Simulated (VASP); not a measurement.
Runs of VASP 6.6.1 on K2S. The structure is that of space group Fm-3m (No. 225), or close to it. The cells are those of the table. 

```csv
level,cell,cutoff (eV),gap on the mesh (eV),pressure (GPa)
PBE,"a = 5.379 Å, angles 60.0°, 3 atoms",500,2.18,(c)
PBE,"a = 5.223 Å, angles 60.0°, 3 atoms",500,2.40,0.6
PBE,"a = 5.168 Å, angles 60.0°, 3 atoms",500,2.48,(d)
r2SCAN,"a = 5.130 Å, angles 60.0°, 3 atoms",550,2.91,1.5
PBE,"a = 5.276 Å, angles 60.0°, 3 atoms",500,2.32,0.0
r2SCAN,"a = 5.236 Å, angles 60.0°, 3 atoms",550,(a),0.0
r2SCAN,"a = 5.184 Å, angles 60.0°, 3 atoms",550,2.83,(b)
PBE,"a = 5.328 Å, angles 60.0°, 3 atoms",500,2.25,-0.5
```

Alike in all rows: task single point; potentials or basis VASP PAW PBE potentials, release 64 (K_sv, S); no spin polarisation; k mesh 6 × 6 × 6; smearing gaussian 0.01 eV.

Estimate the missing entries.

(a) 2.76; (b) 0.7; (c) -0.9; (d) 1.3.

Caveats: the PAW data sets were made with another functional, which shifts forces and pressure a little (at least some runs).

A k mesh can miss the band edges.
